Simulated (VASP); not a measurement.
Set up this calculation in VASP 6.6.1, as the native input.

```
Task                               : single point
Functional                         : HSE06
Potentials or basis                : VASP PAW PBE potentials, release 64 (Hg, Te)
Cutoff                             : 520 eV
k mesh                             : 4 × 4 × 4
Occupations                        : fermi-dirac, width 0.05 eV
Spin                               : no spin polarisation
Dipole correction                  : no
Grid for exact exchange (PRECFOCK) : Normal
Further INCAR settings             : ALGO = Normal; EDIFF = 1e-06; NBANDS = 16
Share of exact exchange            : 0.25
Screening parameter                : 0.2079 1/Å
```

HgTe:

```
Hg Te
1.0
     0.00000    3.17106    3.17106
     3.17106    0.00000    3.17106
     3.17106    3.17106    0.00000
Hg Te
1 1
Direct
  0.00000 0.00000 0.00000
  0.75000 0.75000 0.75000
```

These files were run (other wordings do the same):

POSCAR

```
HgTe
1.0
    0.0000000000      3.1710554852      3.1710554852
    3.1710554852      0.0000000000      3.1710554852
    3.1710554852      3.1710554852      0.0000000000
Hg Te
1 1
Direct
    0.0000000000      0.0000000000      0.0000000000
    0.7500000000      0.7500000000      0.7500000000
```

INCAR.step1

```
PREC = Accurate
ENCUT = 520
EDIFF = 1E-5
ISMEAR = -1
SIGMA = 0.05
LREAL = F
LASPH = T
NELM = 60
ALGO = Normal
ISIF = 2
LWAVE = T
LCHARG = F
NBANDS = 16
GGA = PE
```

INCAR.step2

```
PREC = Accurate
ENCUT = 520
EDIFF = 1E-6
ISMEAR = -1
SIGMA = 0.05
LREAL = F
LASPH = T
NELM = 60
ALGO = Normal
ISIF = 2
LWAVE = F
LCHARG = F
GGA = PE
LHFCALC = T
HFSCREEN = 0.2079
PRECFOCK = Normal
NBANDS = 16
ISTART = 1
```

KPOINTS

```
Automatic mesh
0
Gamma
  4 4 4
```

Potentials or basis: VASP PAW PBE potentials, release 64 (Hg, Te).

Run with:

```sh
$ cat potpaw_PBE.64/Hg/POTCAR potpaw_PBE.64/Te/POTCAR > POTCAR
$ cp INCAR.step1 INCAR
$ mpirun -np 1 vasp_std > vasp.out
$ cp INCAR.step2 INCAR
$ mpirun -np 1 vasp_std > vasp.out
```

Results of the run:

The pressure is 5.8 GPa and the band gap on the k mesh is 0.08 eV.

Caveat: the k points lie up to 0.43 Å⁻¹ apart; the PAW data sets were made with another functional, which shifts forces and pressure a little; spin-orbit coupling is left out, which moves the levels of the heavy elements.

Wall time 6.4 min on 1 thread of Intel(R) Xeon(R) 6975P-C (Granite Rapids), with other jobs on the host, peak memory 0.32 GiB.
